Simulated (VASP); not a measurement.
Runs of VASP 6.6.1 on CdSe (rocksalt type). The structure is that of space group Fm-3m (No. 225), or close to it. The cells are those of the table. 

```csv
task,cell,k mesh,cutoff (eV),gap on the mesh (eV),pressure (GPa)
single point,"a = 4.058 Å, angles 60.0°, 2 atoms",13 × 13 × 13,520,none,0.3
single point,"a = 3.459 Å, angles 60.0°, 2 atoms",14 × 14 × 14,520,none,(a)
relaxation of cell and atoms,"relaxed to 90 GPa from a = 3.460 Å, angles 60.0°, 2 atoms",14 × 14 × 14,600,none,90.0
single point,"a = 3.460 Å, angles 60.0°, 2 atoms",14 × 14 × 14,520,none,92.9
```

Alike in all rows: level PBE; potentials or basis VASP PAW PBE potentials, release 64 (Cd, Se); no spin polarisation; smearing fermi-dirac 0.05 eV.

Estimate the missing entries.

(a) 93.1.

Caveats: the cell is relaxed towards a set pressure, so the enthalpy falls and the energy may rise (some runs).

A k mesh can miss the band edges, and the runs leave out spin-orbit coupling on Cd, Se.

A gap of «none» marks levels without a gap at the run's occupations.
